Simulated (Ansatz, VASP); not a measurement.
Nb3Sn in VASP and in Ansatz

INCAR

```
SYSTEM = Nb3Sn
PREC = Accurate
ENCUT = 600
EDIFF = 1E-7
ISMEAR = -1
SIGMA = 0.05
LREAL = .False.
LASPH = .True.
NELM = 100
ALGO = Normal
ISIF = 3
LWAVE = .False.
LCHARG = .False.
IBRION = 2
NSW = 80
EDIFFG = -0.03
```

The input KPOINTS:

```
Automatic mesh
0
Gamma
  5 5 5
  0 0 0
```

POSCAR

```
Nb3Sn
1.0
    5.2821000000      0.0000000000      0.0000000000
    0.0000000000      5.2821000000      0.0000000000
    0.0000000000      0.0000000000      5.2821000000
Nb Sn
6 2
Direct
    0.2500000000      0.0000000000      0.5000000000
    0.5000000000      0.7500000000      0.0000000000
    0.7500000000      0.0000000000      0.5000000000
    0.5000000000      0.2500000000      0.0000000000
    0.0000000000      0.5000000000      0.7500000000
    0.0000000000      0.5000000000      0.2500000000
    0.0000000000      0.0000000000      0.0000000000
    0.5000000000      0.5000000000      0.5000000000
```

Input for Ansatz:

```yaml
crystal:
  lattice:
    a: 5.2821
    b: 5.2821
    c: 5.2821
    alpha: 90.0
    beta: 90.0
    gamma: 90.0
  atoms:
    - { symbol: Nb, position: [0.25, 0.0, 0.5] }
    - { symbol: Nb, position: [0.5, 0.75, 0.0] }
    - { symbol: Nb, position: [0.75, 0.0, 0.5] }
    - { symbol: Nb, position: [0.5, 0.25, 0.0] }
    - { symbol: Nb, position: [0.0, 0.5, 0.75] }
    - { symbol: Nb, position: [0.0, 0.5, 0.25] }
    - { symbol: Sn, position: [0.0, 0.0, 0.0] }
    - { symbol: Sn, position: [0.5, 0.5, 0.5] }
kpoints:
  mp_grid:
    grid: [5, 5, 5]
    shift: [0.0, 0.0, 0.0]
hamiltonian:
  xc: lda
  dispersion: none
scf:
  occupations:
    method: fermi_dirac
    width: 0.05
relax:
  f_tol: 0.03
  cell: {}
```

Alike in both runs: task relaxation of cell and atoms; functional LDA; k mesh 5 × 5 × 5; occupations fermi-dirac, width 0.05 eV; no spin polarisation.

|  | VASP | Ansatz |
| --- | --- | --- |
| version | VASP 6.6.1 | Ansatz 0.2.0 |
| potentials or method | VASP PAW LDA potentials, release 64 (Nb_sv, Sn_d) | plane waves, PAW |
| plane-wave cutoff (eV) | 600 | 420 |
| valence electrons in the cell | 106 | 106 |

VASP gave:

* relaxed volume (Å³/atom): 17.83
* relaxed cell length with the largest relative difference (Å): 5.224

**Question.** Estimate Ansatz's values.

**Answer.** Relaxed volume (Å³/atom): 17.81; relaxed cell length with the largest relative difference (Å): 5.223.

LDA's correlation is that of Perdew and Zunger in VASP and of Perdew and Wang (1992) in Ansatz.
